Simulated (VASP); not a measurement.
Wanted: the native input for a VASP 6.6.1 run.

```yaml
Task: relaxation of cell and atoms
Functional: PBE
Potentials_or_basis: VASP PAW PBE potentials, release 64 (As)
Cutoff: 600 eV
k_mesh: 6 × 6 × 6
Occupations: gaussian, width 0.1 eV
Spin: no spin polarisation
Dipole_correction: no
Further_INCAR_settings: ALGO = Normal; EDIFF = 1e-07; IBRION = 2; EDIFFG = -0.04; NSW = 90; ISIF = 3
```

The structure of As lies in POSCAR:

```
As
1.0
   -1.9786948700      1.9786948700      6.8543999000
    1.9786948700     -1.9786948700      6.8543999000
    1.9786948700      1.9786948700     -6.8543999000
As
4
Direct
    0.0833333400      0.0833333400      0.0000000000
    0.8333333400      0.3333333400      0.5000000000
    0.9166666600      0.9166666600      0.0000000000
    0.6666666600      0.1666666600      0.5000000000
```

The input as run:

INCAR

```
SYSTEM = As
ALGO = Normal
EDIFF = 1E-7
EDIFFG = -0.04
ENCUT = 600
GGA = PE
IBRION = 2
ISIF = 3
ISMEAR = 0
LASPH = .TRUE.
LCHARG = .FALSE.
LREAL = .FALSE.
LWAVE = .FALSE.
NELM = 80
NSW = 90
PREC = Accurate
SIGMA = 0.1
```

KPOINTS

```
k-points
0
G
  6 6 6
  0 0 0
```

Potentials or basis: VASP PAW PBE potentials, release 64 (As).

Run with:

```sh
$ cat potpaw_PBE.64/As/POTCAR > POTCAR
$ mpirun -np 1 vasp_std > vasp.out
```

Results of the run:

| Property | Result |
| --- | --- |
| Relaxed volume | 24.41 Å³/atom |
| Relaxed cell | a = 10.729 Å, b = 10.729 Å, c = 10.729 Å, α = 163.67°, β = 163.67°, γ = 23.18° |
| Space group after relaxing (to 0.05 Å) | I4_1/amd (No. 141) |
| Energy gained by relaxing | 629.6 meV/atom |
| Ionic steps | 34 |
| Pressure after relaxing | 0.1 GPa |
| Largest force after relaxing | 0.020 eV/Å |
| Band gap on the k mesh | zero (band 10 reaches 5.74 eV, above the bottom of band 11 at 1.36 eV) |

Caveat: the k points lie up to 0.49 Å⁻¹ apart in the final cell.

Wall time 23 min on 1 thread of Intel(R) Xeon(R) 6975P-C (Granite Rapids) (shared host), peak memory 0.56 GiB.
